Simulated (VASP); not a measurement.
Input of a VASP 6.6.1 run:

File INCAR:

```
  PREC = Accurate
  ENCUT = 520
  EDIFF = 1E-6
  ISMEAR = 0
  SIGMA = 0.1
  LREAL = F
  LASPH = T
  NELM = 80
  ALGO = Normal
  ISIF = 2
  LWAVE = F
  LCHARG = F
  GGA = PE
  NBANDS = 29
```

KPOINTS

```
regular mesh
0
Gamma
  12 12 4
```

File POSCAR:

```
CuSbSe4
1.0
    3.8216983592      0.0000000000      0.0000000000
   -1.9108491796      3.3096878647      0.0000000000
    0.0000000000      0.0000000000     10.9525420549
Cu Sb Se
1 1 4
Direct
    0.6666666667      0.3333333333      0.5000000000
    0.6666666667      0.3333333333      0.0000000000
    0.3333333333      0.6666666667      0.6154426849
    0.0000000000      0.0000000000      0.8305418308
    0.0000000000      0.0000000000      0.1694581692
    0.3333333333      0.6666666667      0.3845573151
```

Potentials or basis: VASP PAW PBE potentials, release 64 (Cu, Sb, Se).

Command:

```console
$ cat potpaw_PBE.64/Cu/POTCAR potpaw_PBE.64/Sb/POTCAR potpaw_PBE.64/Se/POTCAR > POTCAR
$ mpirun -np 1 vasp_std > vasp.out
```

Question: Estimate the pressure.

Answer: -0.2 GPa.

Question: Predict the largest force.

Answer: 0.021 eV/Å.

Forces on the atoms (eV/Å):
```
Cu   0.000  0.000  0.000
Sb   0.000  0.000  0.000
Se   0.000  0.000  0.021
Se   0.000  0.000  0.004
Se   0.000  0.000 -0.004
Se   0.000  0.000 -0.021
```
